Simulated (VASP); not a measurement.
A run of VASP 6.6.1:

INCAR

```
SYSTEM = Mg3CdSe4
PREC = Accurate
ENCUT = 520
EDIFF = 1E-7
ISMEAR = 0
SIGMA = 0.1
LREAL = .FALSE.
LASPH = .TRUE.
NELM = 80
ALGO = Normal
ISIF = 2
LWAVE = .FALSE.
LCHARG = .TRUE.
GGA = PE
LELF = .TRUE.
LVHAR = .TRUE.
NBANDS = 31
```

KPOINTS

```
regular mesh
0
G
  4 4 4
  0 0 0
```

The input POSCAR:

```
Mg3CdSe4
1.0
   -2.7868135523      2.7868135523      5.5858481812
    2.7868135523     -2.7868135523      5.5858481812
    2.7868135523      2.7868135523     -5.5858481812
Mg Cd Se
3 1 4
Direct
    0.5000000000      0.5000000000      0.0000000000
    0.7500000000      0.2500000000      0.5000000000
    0.2500000000      0.7500000000      0.5000000000
    0.0000000000      0.0000000000      0.0000000000
    0.7433439631      0.7433439631      0.0000000000
    0.2566560369      0.2566560369      0.0000000000
    0.5000000000      0.0000000000      0.5000000000
    0.0000000000      0.5000000000      0.5000000000
```

Potentials or basis: VASP PAW PBE potentials, release 64 (Mg, Cd, Se).

Command:

```console
$ cat potpaw_PBE.64/Mg/POTCAR potpaw_PBE.64/Cd/POTCAR potpaw_PBE.64/Se/POTCAR > POTCAR
$ mpirun -np 1 vasp_std > vasp.out
```

Hardware: 1 thread of Intel Xeon 8259CL, on a shared host.

Problem. How long does it take, and how much memory?

Solution. It took 4.7 min on 1 thread of Intel Xeon 8259CL (shared host), peak memory 0.42 GiB. Counts: scf iterations 15, k points 13.
